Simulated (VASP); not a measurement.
A run of VASP 6.6.1 is set up as follows.

INCAR

```
SYSTEM = Al2Au
ALGO     = Normal         ! electronic algorithm
EDIFF    = 1E-6           ! SCF threshold, eV
ENCUT    = 520            ! plane-wave cutoff, eV
GGA      = PE             ! functional
ISIF     = 2              ! what is computed and relaxed
ISMEAR   = 0              ! smearing method
LASPH    = .True.         ! aspherical terms in the spheres
LCHARG   = .True.         ! write CHGCAR
LELF     = .True.         ! ELF
LREAL    = .False.        ! projectors in reciprocal space
LVHAR    = .True.       
LWAVE    = .False.        ! write WAVECAR
NBANDS   = 16             ! bands
NELM     = 80             ! most SCF steps
PREC     = Accurate       ! precision mode
SIGMA    = 0.1            ! smearing width, eV
```

The input KPOINTS:

```
k-points
0
Gamma
  12 12 12
  0 0 0
```

File POSCAR:

```
Al2Au
1.0
    0.0000000000      3.0330900000      3.0330900000
    3.0330900000      0.0000000000      3.0330900000
    3.0330900000      3.0330900000      0.0000000000
Al Au
2 1
Direct
    0.2500000000      0.2500000000      0.2500000000
    0.7500000000      0.7500000000      0.7500000000
    0.0000000000      0.0000000000      0.0000000000
```

Potentials or basis: VASP PAW PBE potentials, release 64 (Al, Au).

Run with:

```console
$ cat potpaw_PBE.64/Al/POTCAR potpaw_PBE.64/Au/POTCAR > POTCAR
$ mpirun -np 1 vasp_std > vasp.out
```

(1) What does it give for the pressure?

(2) Estimate the band gap on the k mesh.

Answers

(1) -0.5 GPa.

(2) zero (an odd number of electrons rules out a gap without spin polarisation).

Caveat: the cell differs from its parent crystal (strained); spin-orbit coupling is left out, which moves the levels of the heavy elements.
